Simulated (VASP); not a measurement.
# MoP in VASP: notebook

Runs on MoP. Level: PBEsol. Tasks: single point.

Program: VASP 6.6.1. These are calculated values, not measurements. Logs are shortened: lines on timing, memory, paths and dates and some standing lists are left out, and cuts for length are marked.

## 1. The cell of the first run

The cell holds a slab with vacuum, 6 atoms: a = 3.206 Å, b = 3.206 Å, c = 24.935 Å, α = 90.00°, β = 90.00°, γ = 120.00°.

## 2. Single point, PBEsol

INCAR

```
PREC = Accurate ; ENCUT = 520
EDIFF = 1E-6 ; ISMEAR = 0
SIGMA = 0.1 ; LREAL = F
LASPH = T ; NELM = 80
ALGO = Normal ; ISIF = 2
LWAVE = F ; LCHARG = F
LDIPOL = T ; IDIPOL = 3
DIPOL = 0.5 0.5 0.500 ; GGA = PS
NBANDS = 38
```

KPOINTS

```
regular mesh
0
Gamma
  9 9 1
```

POSCAR

```
MoP
1.0
    3.2062346807      0.0000000000      0.0000000000
   -1.6031173403      2.7766806840      0.0000000000
    0.0000000000      0.0000000000     24.9353377410
P Mo
3 3
Direct
    0.3333333333      0.6666666667      0.3408816872
    0.3333333333      0.6666666667      0.4681763374
    0.3333333333      0.6666666667      0.5980795088
    0.0000000000      0.0000000000      0.4045290123
    0.0000000000      0.0000000000      0.5314722702
    0.0000000000      0.0000000000      0.6542279180
```

Potentials or basis: VASP PAW PBE potentials, release 64 (P, Mo_sv).

The run is started by

```bash
$ cat potpaw_PBE.64/P/POTCAR potpaw_PBE.64/Mo_sv/POTCAR > POTCAR
$ mpirun -np 1 vasp_std > vasp.out
```

OUTCAR:

```text
PREC = Accurate
   ENCUT = 520
   EDIFF = 1E-6
   ISMEAR = 0
   LREAL = F
   LASPH = T
   NELM = 80
   ISIF = 2
   GGA = PS

 ion  position               nearest neighbor table
   1  0.333  0.667  0.341-   4 2.44   4 2.44   4 2.44
   2  0.333  0.667  0.468-   5 2.43   5 2.43   5 2.43   4 2.44   4 2.44   4 2.44
   3  0.333  0.667  0.598-   6 2.32   6 2.32   6 2.32   5 2.49   5 2.49   5 2.49
   4  0.000  0.000  0.405-   1 2.44   2 2.44   1 2.44   2 2.44   1 2.44   2 2.44   5 3.17
   5  0.000  0.000  0.531-   2 2.43   2 2.43   2 2.43   3 2.49   3 2.49   3 2.49   6 3.06   4 3.17

   6  0.000  0.000  0.654-   3 2.32   3 2.32   3 2.32   5 3.06

  LATTYP: Found a hexagonal cell.
 ALAT       =     3.2062346807
 C/A-ratio  =     7.7771405478

  Lattice vectors:

 A1 = (   3.2062346807,   0.0000000000,   0.0000000000)
 A2 = (  -1.6031173403,   2.7766806840,   0.0000000000)
 A3 = (   0.0000000000,   0.0000000000,  24.9353377410)

Analysis of symmetry for initial positions (statically):
=====================================================================
 Subroutine PRICEL returns:
 Original cell was already a primitive cell.

 Routine SETGRP: Setting up the symmetry group for a
 hexagonal supercell.

 Subroutine GETGRP returns: Found  6 space group operations
 (whereof  6 operations were pure point group operations)
 out of a pool of 24 trial point group operations.

The static configuration has the point symmetry C_3v.

Analysis of symmetry for dynamics (positions and initial velocities):
=====================================================================
 Subroutine PRICEL returns:
 Original cell was already a primitive cell.

 Routine SETGRP: Setting up the symmetry group for a
 hexagonal supercell.

 Subroutine GETGRP returns: Found  6 space group operations
 (whereof  6 operations were pure point group operations)
 out of a pool of 24 trial point group operations.

The dynamic configuration has the point symmetry C_3v.

 Subroutine INISYM returns: Found  6 space group operations
 (whereof  6 operations are pure point group operations),
 and found     1 'primitive' translations

----------------------------------------------------------------------------------------

                                     Primitive cell

  volume of cell :     221.9916

  direct lattice vectors                    reciprocal lattice vectors
     3.206234681  0.000000000  0.000000000     0.311892328  0.180071120  0.000000000
    -1.603117340  2.776680684  0.000000000     0.000000000  0.360142240  0.000000000
     0.000000000  0.000000000 24.935337741     0.000000000  0.000000000  0.040103728

  length of vectors
     3.206234681  3.206234681 24.935337741     0.360142240  0.360142240  0.040103728

  position of ions in fractional coordinates (direct lattice)
     0.333333333  0.666666667  0.340881687
     0.333333333  0.666666667  0.468176337
     0.333333333  0.666666667  0.598079509
     0.000000000  0.000000000  0.404529012
     0.000000000  0.000000000  0.531472270
     0.000000000  0.000000000  0.654227918

  ion indices of the primitive-cell ions
   primitive index   ion index
                 1           1
                 2           2
                 3           3
                 4           4
                 5           5
                 6           6

----------------------------------------------------------------------------------------

 KPOINTS: regular mesh

Automatic generation of k-mesh.
 Grid dimensions read from file:
 generate k-points for:    9    9    1

 Generating k-lattice:

  Cartesian coordinates                     Fractional coordinates (reciprocal lattice)
     0.034654703  0.020007902  0.000000000     0.111111111 -0.000000000  0.000000000
     0.000000000  0.040015804  0.000000000     0.000000000  0.111111111  0.000000000
     0.000000000  0.000000000  0.040103728     0.000000000  0.000000000  1.000000000

  Length of vectors
     0.040015804  0.040015804  0.040103728

  Shift w.r.t. Gamma in fractional coordinates (k-lattice)
     0.000000000  0.000000000  0.000000000

 Subroutine IBZKPT returns following result:
 ===========================================

 Found     12 irreducible k-points:

 Following reciprocal coordinates:
            Coordinates               Weight
  0.000000  0.000000  0.000000      1.000000
  0.111111  0.000000  0.000000      6.000000
  0.222222  0.000000  0.000000      6.000000
  0.333333  0.000000  0.000000      6.000000
  0.444444  0.000000  0.000000      6.000000
  0.111111  0.111111  0.000000      6.000000
  0.222222  0.111111  0.000000     12.000000
  0.333333  0.111111  0.000000     12.000000
  0.444444  0.111111  0.000000      6.000000
  0.222222  0.222222  0.000000      6.000000
  0.333333  0.222222  0.000000     12.000000
  0.333333  0.333333  0.000000      2.000000
   k-points           NKPTS =     12   k-points in BZ     NKDIM =     12   number of bands    NBANDS=     38
   number of dos      NEDOS =    301   number of ions     NIONS =      6
   total plane-waves  NPLWV = 110592
   dimension x,y,z NGX =    24 NGY =   24 NGZ =  192
   dimension x,y,z NGXF=    48 NGYF=   48 NGZF=  384
   ions per type =               3   3
   NGX,Y,Z   is equivalent  to a cutoff of  12.44, 12.44, 12.80 a.u.
   NGXF,Y,Z  is equivalent  to a cutoff of  24.89, 24.89, 25.60 a.u.
 SYSTEM =  unknown system
   PREC   = accura    normal or accurate (medium, high low for compatibility)
   ISTART =      0    job   : 0-new  1-cont  2-samecut
   ICHARG =      2    charge: 1-file 2-atom 10-const
   ISPIN  =      1    spin polarized calculation?
   LNONCOLLINEAR =      F non collinear calculations
   LSORBIT =      F    spin-orbit coupling
   LASPH  =      T    aspherical Exc in radial PAW
   ENCUT  =  520.0 eV  38.22 Ry    6.18 a.u.   5.96  5.96 46.36*2*pi/ulx,y,z
   NELM   =     80;   NELMIN=  2; NELMDL= -5     # of ELM steps
   EDIFF  = 0.1E-05   stopping-criterion for ELM
   LREAL  =      F    real-space projection
   EDIFFG = 0.1E-04   stopping-criterion for IOM
   NSW    =      0    number of steps for IOM
   IBRION =     -1    ionic relax: 0-MD 1-quasi-New 2-CG
   NFREE  =      0    steps in history (QN), initial steepest desc. (CG)
   ISIF   =      2    stress and relaxation
   ISYM   =      2    0-nonsym 1-usesym 2-fastsym
   POTIM  = 0.5000    time-step for ionic-motion
   TEBEG  =    0.0;   TEEND  =   0.0 temperature during run
   PSTRESS=    0.0 pullay stress
   NELECT =      57.0000    total number of electrons
   NUPDOWN=      -1.0000    fix difference up-down
   EMIN   =  10.00;   EMAX   =-10.00  energy-range for DOS
   EFERMI =   0.00;   METHOD = LEGACY
   ISMEAR =     0;   SIGMA  =   0.10  broadening in eV -4-tet -1-fermi 0-gaus
   EFERMI_NEDOS =   21; number of points for ismear=-14 and -15
   IALGO  =     38    algorithm
   IMIX   =      4    mixing-type and parameters
     AMIX     =   0.40;   BMIX     =  1.00
     AMIX_MAG =   1.60;   BMIX_MAG =  1.00
  volume/ion in A,a.u.               =      37.00       249.68
  Fermi-wavevector in a.u.,A,eV,Ry     =   1.040529  1.966315 14.731042  1.082701
  Thomas-Fermi vector in A             =   2.175109
   LORBIT       =      0    0 simple, 1 ext, 2 COOP (PROOUT), +10 PAW based schemes
   GGA     = PS    functional components
   LHFCALC =     F    Hartree Fock is set to
   AEXX    =    0.0000 exact exchange contribution
   IVDW    =     0    specifies the selected vdW correction
   LEPSILON=     F    determine dielectric tensor
   LRPA    =     F    only Hartree local field effects (RPA)
 non-spin polarized calculation
 Gauss-broadening in eV      SIGMA  =   0.10
  energy-cutoff  :      520.00
  volume of cell :      221.99
 maximum number of plane-waves:      6042
 NGX is ok and might be reduce to    24

 dipolmoment           0.000000      0.000000      0.124382 electrons x Angstroem

 number of electron      56.9999995 magnetization

 dipolmoment           0.000000      0.000000     -0.074591 electrons x Angstroem

 Free energy of the ion-electron system (eV)
  ---------------------------------------------------
  ext. energy  EPLUGINS =         0.00000000
  ---------------------------------------------------
  free energy    TOTEN  =       -53.72831708 eV

  energy without entropy =      -53.70033715  energy(sigma->0) =      -53.71432712

 E-fermi :   1.4775     XC(G=0):  -5.7273

 val. band max:        1.4201444272   @ k =   0.2222   0.1111   0.0000
 cond. band min:       1.4801115965   @ k =   0.1111   0.0000   0.0000
 fundamental gap:      0.0599671693
 Fermi energy:         1.4774860956

 k-point     1 :       0.0000    0.0000    0.0000
  band No.  band energies     occupation
      1     -59.6031      2.00000
      2     -59.3379      2.00000
      3     -59.3089      2.00000
      4     -33.9909      2.00000
      5     -33.6740      2.00000
      6     -33.5607      2.00000
[... 30 lines left out ...]
     37       5.5450      0.00000
     38       6.1643      0.00000

 k-point     2 :       0.1111    0.0000    0.0000
  band No.  band energies     occupation
      1     -59.5991      2.00000
      2     -59.3340      2.00000
      3     -59.3048      2.00000
      4     -33.9824      2.00000
      5     -33.6684      2.00000
      6     -33.6023      2.00000
[... 30 lines left out ...]
     37       5.6980      0.00000
     38       5.8053      0.00000

 k-point     3 :       0.2222    0.0000    0.0000
  band No.  band energies     occupation
      1     -59.5889      2.00000
      2     -59.3241      2.00000
      3     -59.2945      2.00000
      4     -33.9609      2.00000
      5     -33.7080      2.00000
      6     -33.6522      2.00000
[... 30 lines left out ...]
     37       5.2074      0.00000
     38       5.6543      0.00000

 k-point     4 :       0.3333    0.0000    0.0000
  band No.  band energies     occupation
      1     -59.5772      2.00000
      2     -59.3129      2.00000
      3     -59.2827      2.00000
      4     -33.9363      2.00000
      5     -33.8243      2.00000
      6     -33.6355      2.00000
[... 30 lines left out ...]
     37       5.5604      0.00000
     38       6.0571      0.00000

 k-point     5 :       0.4444    0.0000    0.0000
  band No.  band energies     occupation
      1     -59.5696      2.00000
      2     -59.3056      2.00000
      3     -59.2750      2.00000
      4     -33.9200      2.00000
      5     -33.8994      2.00000
      6     -33.6527      2.00000
[... 30 lines left out ...]
     37       5.4986      0.00000
     38       5.7714      0.00000

 k-point     6 :       0.1111    0.1111    0.0000
  band No.  band energies     occupation
      1     -59.5919      2.00000
      2     -59.3271      2.00000
      3     -59.2976      2.00000
      4     -33.9674      2.00000
      5     -33.6744      2.00000
      6     -33.6552      2.00000
[... 30 lines left out ...]
     37       5.3251      0.00000
     38       5.5989      0.00000

 k-point     7 :       0.2222    0.1111    0.0000
  band No.  band energies     occupation
      1     -59.5810      2.00000
      2     -59.3166      2.00000
      3     -59.2866      2.00000
      4     -33.9444      2.00000
      5     -33.7745      2.00000
      6     -33.6411      2.00000
[... 30 lines left out ...]
     37       5.1674      0.00000
     38       6.0180      0.00000

 k-point     8 :       0.3333    0.1111    0.0000
  band No.  band energies     occupation
      1     -59.5714      2.00000
      2     -59.3073      2.00000
      3     -59.2768      2.00000
      4     -33.9238      2.00000
      5     -33.8623      2.00000
      6     -33.6564      2.00000
[... 30 lines left out ...]
     37       5.3189      0.00000
     38       6.1434      0.00000

 k-point     9 :       0.4444    0.1111    0.0000
  band No.  band energies     occupation
      1     -59.5676      2.00000
      2     -59.3036      2.00000
      3     -59.2730      2.00000
      4     -33.9157      2.00000
      5     -33.8967      2.00000
      6     -33.6685      2.00000
[... 30 lines left out ...]
     37       5.3991      0.00000
     38       6.2464      0.00000

 k-point    10 :       0.2222    0.2222    0.0000
  band No.  band energies     occupation
      1     -59.5721      2.00000
      2     -59.3080      2.00000
      3     -59.2775      2.00000
      4     -33.9254      2.00000
      5     -33.8308      2.00000
      6     -33.6801      2.00000
[... 30 lines left out ...]
     37       4.9396      0.00000
     38       6.3695      0.00000

 k-point    11 :       0.3333    0.2222    0.0000
  band No.  band energies     occupation
      1     -59.5663      2.00000
      2     -59.3023      2.00000
      3     -59.2716      2.00000
      4     -33.9129      2.00000
      5     -33.8577      2.00000
      6     -33.7251      2.00000
[... 30 lines left out ...]
     37       5.2910      0.00000
     38       6.5295      0.00000

 k-point    12 :       0.3333    0.3333    0.0000
  band No.  band energies     occupation
      1     -59.5642      2.00000
      2     -59.3004      2.00000
      3     -59.2696      2.00000
      4     -33.9086      2.00000
      5     -33.8212      2.00000
      6     -33.7871      2.00000
[... 30 lines left out ...]
     37       5.9649      0.00000
     38       6.3351      0.00000

------------------------ aborting loop because EDIFF is reached ----------------------------------------

 vacuum level on the upper side and lower side of the slab       (xc-potential included)        -0.880         0.594

  FORCE on cell =-STRESS in cart. coord.  units (eV):
  Direction    XX          YY          ZZ          XY          YZ          ZX
  --------------------------------------------------------------------------------------
  -------------------------------------------------------------------------------------
  Total       -3.7648987     -3.7648987      1.2692161     -0.0000000     -0.0000000      0.0000000
  in kB      -27.1723612    -27.1723612      9.1602992     -0.0000000     -0.0000000      0.0000000
  external PRESSURE =     -15.0614744 kB  Pullay stress =       0.0000000 kB

 VOLUME and BASIS-vectors are now :
 -----------------------------------------------------------------------------
  energy-cutoff  :      520.00
  volume of cell :      221.99
      direct lattice vectors                 reciprocal lattice vectors
     3.206234681  0.000000000  0.000000000     0.311892328  0.180071120  0.000000000
    -1.603117340  2.776680684  0.000000000     0.000000000  0.360142240  0.000000000
     0.000000000  0.000000000 24.935337741     0.000000000  0.000000000  0.040103728

 POSITION                                       TOTAL-FORCE (eV/Angst)
 -----------------------------------------------------------------------------------
     -0.00000      1.85112      8.50000        -0.000000      0.000000     -0.222134
     -0.00000      1.85112     11.67414        -0.000000      0.000000      0.488716
     -0.00000      1.85112     14.91331         0.000000     -0.000000     -0.009949
      0.00000      0.00000     10.08707         0.000000     -0.000000     -0.299639
      0.00000      0.00000     13.25244         0.000000      0.000000      0.015716
      0.00000      0.00000     16.31339        -0.000000      0.000000      0.027290
 -----------------------------------------------------------------------------------
    total drift:                                0.000000     -0.000000      0.000396

  FREE ENERGIE OF THE ION-ELECTRON SYSTEM (eV)
  ---------------------------------------------------
  free  energy   TOTEN  =       -53.7283170794 eV

  energy  without entropy=      -53.7003371542  energy(sigma->0) =      -53.71432712

 vacuum level on the upper side and lower side of the slab         5.516         7.032
```

It took 4.4 min on 1 thread of Intel Xeon Platinum 8259CL at 2.50GHz (Skylake/Cascade Lake), shared host; peak memory 0.36 GiB.

Results:

```
Free energy   : -53.7283 eV
Largest force : 0.489 eV/Å
```

Forces on the atoms (eV/Å):
```
P    0.000  0.000 -0.222
P    0.000  0.000  0.489
P    0.000  0.000 -0.010
Mo   0.000  0.000 -0.300
Mo   0.000  0.000  0.016
Mo   0.000  0.000  0.027
```

Levels at points of the mesh, in eV from the Fermi level:
```
           k point  band 26  band 27  band 28  band 29  band 30  band 31
(0.00, 0.00, 0.00)    -1.28    -0.71    -0.58    -0.58    -0.45     0.49
```

Caveat: the PAW data sets were made with another functional, which shifts forces and pressure a little.

## 3. Single point, PBEsol

This run uses another cell than the first one: it holds 8 atoms, not 6.

INCAR

```
SYSTEM = MoP
  PREC = Accurate
  ENCUT = 520
  EDIFF = 1E-6
  ISMEAR = 0
  SIGMA = 0.1
  LREAL = .False.
  LASPH = .True.
  NELM = 60
  ALGO = Normal
  ISIF = 2
  LWAVE = .False.
  LCHARG = .False.
  LDIPOL = .True.
  IDIPOL = 3
  DIPOL = 0.5 0.5 0.500
  GGA = PS
  NBANDS = 48
```

KPOINTS

```
regular mesh
0
Gamma
  12 12 1
  0 0 0
```

POSCAR

```
MoP
1.0
    3.2062346801      0.0000000000      0.0000000000
   -1.6031173401      2.7766806835      0.0000000000
    0.0000000000      0.0000000000     26.1094728379
P Mo
4 4
Direct
    0.3333333333      0.6666666667      0.2864600289
    0.3333333333      0.6666666667      0.4093976295
    0.3333333333      0.6666666667      0.5313012602
    0.3333333333      0.6666666667      0.6551669850
    0.0000000000      0.0000000000      0.3474962940
    0.0000000000      0.0000000000      0.4698671607
    0.0000000000      0.0000000000      0.5915379296
    0.0000000000      0.0000000000      0.7087727122
```

Potentials or basis: VASP PAW PBE potentials, release 64 (P, Mo_sv).

The run is started by

```bash
$ cat potpaw_PBE.64/P/POTCAR potpaw_PBE.64/Mo_sv/POTCAR > POTCAR
$ mpirun -np 1 vasp_std > vasp.out
```

It took 8.2 min on 1 thread of Intel Xeon Platinum 8375C at 2.90GHz (Ice Lake), shared host; peak memory 0.42 GiB.

Results (log left out):

| Property | Result |
| --- | --- |
| Free energy | -72.7717 eV |
| Largest force | 0.028 eV/Å |
| Band gap on the k mesh | zero (band 38 reaches 3.78 eV, above the bottom of band 39 at 2.86 eV) |

Forces in eV/Å, atoms in the order of the input:
```
P    0.000  0.000 -0.019
P    0.000  0.000 -0.004
P    0.000  0.000 -0.006
P    0.000  0.000 -0.010
Mo   0.000  0.000 -0.005
Mo   0.000  0.000  0.007
Mo   0.000  0.000  0.009
Mo   0.000  0.000  0.028
```

Levels at points of the mesh, in eV from the Fermi level:
| k point | band 35 | band 36 | band 37 | band 38 | band 39 | band 40 | band 41 | band 42 |
| --- | --- | --- | --- | --- | --- | --- | --- | --- |
| (0.00, 0.00, 0.00) | -0.99 | -0.99 | -0.71 | -0.58 | -0.26 | -0.26 | -0.11 | 0.54 |
| (0.50, 0.00, 0.00) | -0.93 | -0.24 | 0.15 | 0.54 | 1.19 | 1.36 | 1.52 | 1.79 |

Caveat: the PAW data sets were made with another functional, which shifts forces and pressure a little.
